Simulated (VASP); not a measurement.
## Si2Bi2Te: single point with PBE

Crystal: Si2Bi2Te.

```
Si Bi Te
1.0
    -3.07231    3.07231    3.95866
     3.07231   -3.07231    3.95866
     3.07231    3.07231   -3.95866
Si Bi Te
2 2 1
Direct
  0.85611 0.85611 0.00000
  0.14389 0.14389 0.00000
  0.50000 0.00000 0.50000
  0.00000 0.50000 0.50000
  0.50000 0.50000 0.00000
```

```yaml
Program: VASP 6.6.1
Task: single point
Functional: PBE
Potentials_or_basis: VASP PAW PBE potentials, release 64 (Si, Bi_d, Te)
Cutoff: 520 eV
k_mesh: 10 × 10 × 10
Occupations: gaussian, width 0.1 eV
Spin: no spin polarisation
```

The pressure is 0.0 GPa, the largest force is 0.004 eV/Å and the band gap on the k mesh is zero (band 22 reaches 7.15 eV, above the bottom of band 23 at 5.51 eV).

Forces in eV/Å, atoms in the order of the input:
```
Si   0.000  0.000  0.004
Si   0.000  0.000 -0.004
Bi   0.000  0.000  0.000
Bi   0.000  0.000  0.000
Te   0.000  0.000  0.000
```

Levels at points of the mesh, in eV from the Fermi level:
| k point | band 18 | band 19 | band 20 | band 21 | band 22 | band 23 | band 24 | band 25 | band 26 | band 27 |
| --- | --- | --- | --- | --- | --- | --- | --- | --- | --- | --- |
| (0.00, 0.00, 0.00) | -3.21 | -3.21 | -2.06 | -2.04 | -1.33 | -0.45 | -0.45 | 2.36 | 3.05 | 3.34 |
| (0.50, 0.00, 0.00) | -3.73 | -2.27 | -1.55 | -1.20 | -0.50 | 0.58 | 0.74 | 1.02 | 2.73 | 3.03 |
| (0.50, 0.50, 0.00) | -1.91 | -1.19 | -1.02 | -0.64 | -0.62 | -0.60 | -0.13 | 0.14 | 0.21 | 0.55 |
| (0.50, 0.50, 0.50) | -2.55 | -2.55 | -1.36 | -0.70 | -0.53 | 1.29 | 1.29 | 1.68 | 3.85 | 3.85 |

Run time: 6.6 min on 1 thread of Intel(R) Xeon(R) Platinum 8259CL CPU @ 2.50GHz (Skylake/Cascade Lake), with other jobs on the host, peak memory 0.6 GiB.

Caveat: spin-orbit coupling is left out, which moves the levels of the heavy elements.
